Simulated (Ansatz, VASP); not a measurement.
**Mo in VASP and in Ansatz**

```
CELL_PARAMETERS angstrom
-1.55546 1.55546 1.55546
1.55546 -1.55546 1.55546
1.55546 1.55546 -1.55546
ATOMIC_POSITIONS crystal
Mo 0.00000 0.00000 0.00000
```

Alike in both runs: functional LDA; k mesh 16 × 16 × 16; occupations gaussian, width 0.1 eV; no spin polarisation.

Ansatz relaxed the structure, and its values are those at the end. VASP's run is a single point on that final structure, the one shown.

|  | VASP | Ansatz |
| --- | --- | --- |
| version | VASP 6.6.1 | Ansatz 0.2.0 |
| potentials or method | VASP PAW LDA potentials, release 64 (Mo_sv), cutoff 520 eV | scalar-relativistic, plane waves, PAW |
| valence electrons in the cell | 14 | 14 |

Ansatz gave:

- gap on the k mesh at the Fermi level (eV): none
- pressure (GPa): 0.0

Problem. Estimate VASP's values.

Solution. gap on the k mesh at the Fermi level (eV): none; pressure (GPa): 1.2.

Ansatz warns that its potentials were made for another functional, while VASP's fit it. LDA's correlation is that of Perdew and Zunger in VASP and of Perdew and Wang (1992) in Ansatz. A gap of «none» marks a metal or a gap that the smearing closes.
